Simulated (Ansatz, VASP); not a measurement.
Al32Cu in VASP and in Ansatz

```xyz
33
Lattice="8.1000 0.0000 0.0000 0.0000 8.1000 0.0000 0.0000 0.0000 8.1000" Properties=species:S:1:pos:R:3 pbc="T T T"
Al    4.0703    0.0003   -0.0003
Al    6.0747    2.0046   -0.0003
Al    6.0747    0.0002    2.0056
Al   -0.0193    0.0002   -0.0003
Al    2.0258    1.9607    0.0012
Al    4.1143    4.0491    0.0012
Al    6.0748    6.0942   -0.0003
Al    2.0259   -0.0018    1.9602
Al    4.0608    2.0141    2.0155
Al    6.0766    4.0491    1.9602
Al    4.1144   -0.0017    4.0507
Al    6.0766    1.9606    4.0507
Al    6.0747    0.0003    6.0951
Al   -0.0646    4.0491    0.0012
Al    2.0259    6.1395    0.0012
Al   -0.0110    2.0124    2.0138
Al    2.0237    4.0513    1.7300
Al    4.0626    6.0861    2.0136
Al   -0.0646   -0.0018    4.0507
Al    2.0236    1.7208    4.0488
Al    4.3538    4.0515    4.0488
Al    6.0766    6.1395    4.0507
Al    2.0259   -0.0017    6.1394
Al    4.0593    2.0156    6.0842
Al    6.0766    4.0491    6.1394
Al   -0.0127    6.0876    2.0121
Al   -0.2941    4.0513    4.0489
Al    2.0238    6.3688    4.0489
Al   -0.0096    2.0138    6.0860
Al    2.0236    4.0515    6.3778
Al    4.0613    6.0847    6.0861
Al   -0.0114    6.0863    6.0877
Cu    2.0309    4.0436    4.0547
```

Alike in both runs: functional PBEsol; k mesh 3 × 3 × 3; occupations fermi-dirac, width 0.15 eV; no spin polarisation.

Ansatz relaxed the structure, and its values are those at the end. VASP's run is a single point on that final structure, the one shown.

|  | VASP | Ansatz |
| --- | --- | --- |
| version | VASP 6.6.1 | Ansatz 0.2.0 |
| potentials or method | VASP PAW PBE potentials, release 64 (Al, Cu), cutoff 520 eV | scalar-relativistic, plane waves, PAW |
| valence electrons in the cell | 107 | 115 |

|  | VASP | Ansatz | Ansatz less VASP |
| --- | --- | --- | --- |
| rms of the force components (eV/Å) | 0.004 | 0.005 | +0.0010 |

VASP's potentials were made for PBE, not for PBEsol, and Ansatz warns of the same on its side. VASP's potentials hold 107 valence electrons a cell and Ansatz's 115, so a difference there can come from the potentials and not from the codes.
